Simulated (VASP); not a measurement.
Input of a VASP 6.6.1 run:

The input INCAR:

```
PREC     = Accurate       # precision mode
ENCUT    = 520            # plane-wave cutoff, eV
EDIFF    = 1E-7           # SCF threshold, eV
ISMEAR   = 0              # smearing method
SIGMA    = 0.15           # smearing width, eV
LREAL    = False          # projectors in reciprocal space
LASPH    = True           # aspherical terms in the spheres
NELM     = 100            # most SCF steps
ALGO     = Fast           # electronic algorithm
ISIF     = 2              # what is computed and relaxed
LWAVE    = False          # write WAVECAR
LCHARG   = False          # write CHGCAR
GGA      = PE             # functional
NBANDS   = 18             # bands
```

Contents of KPOINTS:

```
Automatic mesh
0
Gamma
  24 24 12
```

Contents of POSCAR:

```
Cu
1.0
    2.6608015033      0.0000000000      0.0000000000
   -1.3304007516      2.3043216963      0.0000000000
    0.0000000000      0.0000000000      4.0097567250
Cu
2
Direct
    0.3333333333      0.6666666667      0.2500000000
    0.6666666667      0.3333333333      0.7500000000
```

Potentials or basis: VASP PAW PBE potentials, release 64 (Cu).

The run is started by

```bash
$ cat potpaw_PBE.64/Cu/POTCAR > POTCAR
$ mpirun -np 1 vasp_std > vasp.out
```

**Question.** Predict the pressure.

**Answer.** -2.0 GPa.

**Question.** Estimate the band gap on the k mesh.

**Answer.** Zero (band 11 reaches 10.68 eV, above the bottom of band 12 at 5.23 eV).

Stress tensor (GPa, compression positive):
```
-5.73  0.00  0.00
 0.00 -5.73  0.00
 0.00  0.00  5.58
```

Caveat: the cell differs from its parent crystal (strain +0.050 along x and y, -0.025 along z).
